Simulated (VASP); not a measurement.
# TiC (Fm-3m) in VASP: further runs, part 2 of 2

VASP 6.6.1. The steps go on from the part before.

## Step 4: Relaxation of cell and atoms, PBEsol

INCAR

```
SYSTEM = TiC
ALGO = Normal ; EDIFF = 1E-6
EDIFFG = -0.005 ; ENCUT = 600
GGA = PS ; IBRION = 2
ISIF = 3 ; ISMEAR = 0
LASPH = .TRUE. ; LCHARG = .FALSE.
LREAL = .FALSE. ; LWAVE = .FALSE.
NELM = 80 ; NSW = 100
PREC = Accurate ; SIGMA = 0.1
```

KPOINTS

```
k-points
0
G
  16 16 16
  0 0 0
```

POSCAR

```
TiC
1.0
    0.0000000000     -2.1640000000     -2.1640000000
    2.1640000000      0.0000000000     -2.1640000000
    2.1640000000     -2.1640000000      0.0000000000
Ti C
1 1
Direct
    0.0000000000      0.0000000000      0.0000000000
    0.5000000000      0.5000000000      0.5000000000
```

Potentials or basis: VASP PAW PBE potentials, release 64 (Ti_sv, C).

Launch:

```
$ cat potpaw_PBE.64/Ti_sv/POTCAR potpaw_PBE.64/C/POTCAR > POTCAR
$ mpirun -np 1 vasp_std > vasp.out
```

OUTCAR:

```text
SYSTEM = TiC
   EDIFF = 1E-6
   EDIFFG = -0.005
   ENCUT = 600
   GGA = PS
   IBRION = 2
   ISIF = 3
   ISMEAR = 0
   LASPH = .TRUE.
   LREAL = .FALSE.
   NELM = 80
   NSW = 100
   PREC = Accurate

 ion  position               nearest neighbor table
   1  0.000  0.000  0.000-   2 2.16   2 2.16   2 2.16   2 2.16   2 2.16   2 2.16
   2  0.500  0.500  0.500-   1 2.16   1 2.16   1 2.16   1 2.16   1 2.16   1 2.16

  LATTYP: Found a face centered cubic cell.
 ALAT       =     4.3280000000

  Lattice vectors:

 A1 = (   0.0000000000,  -2.1640000000,  -2.1640000000)
 A2 = (   2.1640000000,   0.0000000000,  -2.1640000000)
 A3 = (   2.1640000000,  -2.1640000000,   0.0000000000)

Analysis of symmetry for initial positions (statically):
=====================================================================
 Subroutine PRICEL returns:
 Original cell was already a primitive cell.

 Routine SETGRP: Setting up the symmetry group for a
 face centered cubic supercell.

 Subroutine GETGRP returns: Found 48 space group operations
 (whereof 48 operations were pure point group operations)
 out of a pool of 48 trial point group operations.

The static configuration has the point symmetry O_h .

Analysis of symmetry for dynamics (positions and initial velocities):
=====================================================================
 Subroutine PRICEL returns:
 Original cell was already a primitive cell.

 Routine SETGRP: Setting up the symmetry group for a
 face centered cubic supercell.

 Subroutine GETGRP returns: Found 48 space group operations
 (whereof 48 operations were pure point group operations)
 out of a pool of 48 trial point group operations.

The dynamic configuration has the point symmetry O_h .

 Subroutine INISYM returns: Found 48 space group operations
 (whereof 48 operations are pure point group operations),
 and found     1 'primitive' translations

----------------------------------------------------------------------------------------

                                     Primitive cell
[... 135 lines left out ...]
  ---------------------------------------------------
  ext. energy  EPLUGINS =         0.00000000
  ---------------------------------------------------
  free energy    TOTEN  =       -19.79437088 eV

  energy without entropy =      -19.79236905  energy(sigma->0) =      -19.79336997

------------------------ aborting loop because EDIFF is reached ----------------------------------------

  FORCE on cell =-STRESS in cart. coord.  units (eV):
  Direction    XX          YY          ZZ          XY          YZ          ZX
  --------------------------------------------------------------------------------------
  -------------------------------------------------------------------------------------
  Total       -0.7568337     -0.7568337     -0.7568337     -0.0000000      0.0000000      0.0000000
  in kB      -59.8286628    -59.8286628    -59.8286628     -0.0000000      0.0000000      0.0000000
  external PRESSURE =     -59.8286628 kB  Pullay stress =       0.0000000 kB
[... 59 lines left out ...]
--------------------------------------- Ionic step        3  -------------------------------------------

 number of electron      16.0000003 magnetization

 Free energy of the ion-electron system (eV)
  ---------------------------------------------------
  ext. energy  EPLUGINS =         0.00000000
  ---------------------------------------------------
  free energy    TOTEN  =       -19.80339215 eV

  energy without entropy =      -19.80144200  energy(sigma->0) =      -19.80241708

 E-fermi :   9.5957     XC(G=0): -12.9944

 val. band max:        9.5855388105   @ k =   0.1250   0.1250   0.0000
 cond. band min:       9.5973131805   @ k =   0.1250   0.0625   0.0000
 fundamental gap:      0.0117743700
 Fermi energy:         9.5957217255

 k-point     1 :       0.0000    0.0000    0.0000
  band No.  band energies     occupation
      1     -46.6474      2.00000
      2     -22.7601      2.00000
      3     -22.7601      2.00000
      4     -22.7601      2.00000
      5      -2.8807      2.00000
      6      10.2796      0.00000
      7      10.2796      0.00000
      8      10.2796      0.00000
      9      11.3437      0.00000
     10      11.3437      0.00000
     11      11.3437      0.00000
     12      11.3886      0.00000
[... 331 lines left out ...]
 k-point    24 :      -0.0625    0.0625    0.0000
  band No.  band energies     occupation
      1     -46.6391      2.00000
      2     -22.8128      2.00000
      3     -22.7747      2.00000
      4     -22.7614      2.00000
      5      -2.6383      2.00000
      6       9.3763      1.99808
      7       9.5488      1.49284
      8       9.5821      1.15289
      9      10.3955      0.00000
     10      11.0197      0.00000
     11      11.9418      0.00000
     12      12.5370      0.00000

 [... further k-points ...]

------------------------ aborting loop because EDIFF is reached ----------------------------------------

  FORCE on cell =-STRESS in cart. coord.  units (eV):
  Direction    XX          YY          ZZ          XY          YZ          ZX
  --------------------------------------------------------------------------------------
  -------------------------------------------------------------------------------------
  Total       -0.0040356     -0.0040356     -0.0040356      0.0000000      0.0000000     -0.0000000
  in kB       -0.3265835     -0.3265835     -0.3265835      0.0000000      0.0000000     -0.0000000
  external PRESSURE =      -0.3265835 kB  Pullay stress =       0.0000000 kB
[... 17 lines left out ...]
  FREE ENERGIE OF THE ION-ELECTRON SYSTEM (eV)
  ---------------------------------------------------
  free  energy   TOTEN  =       -19.8033921539 eV

  energy  without entropy=      -19.8014419966  energy(sigma->0) =      -19.80241708

 reached required accuracy - stopping structural energy minimisation
```

OSZICAR:

```text
N       E                     dE             d eps       ncg     rms          rms(c)
DAV:   1     0.124009931154E+03    0.12401E+03   -0.92400E+03  3480   0.177E+03
DAV:   2    -0.148865435603E+02   -0.13890E+03   -0.13274E+03  3592   0.401E+02
[... 32 lines left out ...]
DAV:   5    -0.198025858561E+02   -0.38227E-02   -0.57617E-03  4536   0.672E-01    0.965E-02
DAV:   6    -0.198032487073E+02   -0.66285E-03   -0.18119E-03  4824   0.242E-01    0.739E-02
DAV:   7    -0.198033945002E+02   -0.14579E-03   -0.60815E-04  4220   0.250E-01    0.900E-02
DAV:   8    -0.198033882436E+02    0.62566E-05   -0.19612E-04  3564   0.182E-01    0.857E-03
DAV:   9    -0.198033923948E+02   -0.41512E-05   -0.58055E-06  4412   0.225E-02    0.813E-03
DAV:  10    -0.198033921539E+02    0.24095E-06   -0.51041E-06  3632   0.146E-02
   3 F= -.19803392E+02 E0= -.19802417E+02  d E =-.902127E-02
```

CONTCAR:

```text
TiC
   1.00000000000000
     0.0000000000000000   -2.1471567882750251   -2.1471567882750251
     2.1471567882750251   -0.0000000000000000   -2.1471567882750251
     2.1471567882750251   -2.1471567882750251   -0.0000000000000000
  Ti              C
     1     1
Direct
     0.0000000000000000    0.0000000000000000    0.0000000000000000
     0.5000000000000000    0.5000000000000000    0.5000000000000000

  0.00000000E+00  0.00000000E+00  0.00000000E+00
  0.00000000E+00  0.00000000E+00  0.00000000E+00
```

It took 32 s on 1 thread of Intel Xeon 6975P-C (Granite Rapids), shared host; peak memory 0.17 GiB.

Results:

```yaml
Free_energy: -19.8034 eV
Relaxed_volume: 9.90 Å³/atom
Relaxed_cell: a = 3.037 Å, b = 3.037 Å, c = 3.037 Å, α = 60.00°, β = 60.00°, γ = 60.00°
Space_group_after_relaxing_to_0.05_Å: Fm-3m (No. 225)
Energy_gained_by_relaxing: 4.5 meV/atom
Ionic_steps: 3
Pressure_after_relaxing: 0.0 GPa
Band_gap_on_the_k_mesh: zero (band 8 reaches 10.28 eV, above the bottom of band 9 at 9.19 eV)
```

Step by step:
| step | energy change (eV) | largest force (eV/Å) | pressure (GPa) | volume (Å³) |
| --- | --- | --- | --- | --- |
| 1 | 0.0000 | 0.0000 | -5.98 | 20.27 |
| 2 | 0.0077 | 0.0000 | 8.91 | 19.18 |
| 3 | -0.0090 | 0.0000 | -0.03 | 19.80 |

Final structure:
```
Ti C
1.0
     0.00000   -2.14716   -2.14716
     2.14716    0.00000   -2.14716
     2.14716   -2.14716    0.00000
Ti C
1 1
Cartesian
  0.0000 0.0000 0.0000
  2.1472 -2.1472 -2.1472
```

Caveat: the PAW data sets were made with another functional, which shifts forces and pressure a little.
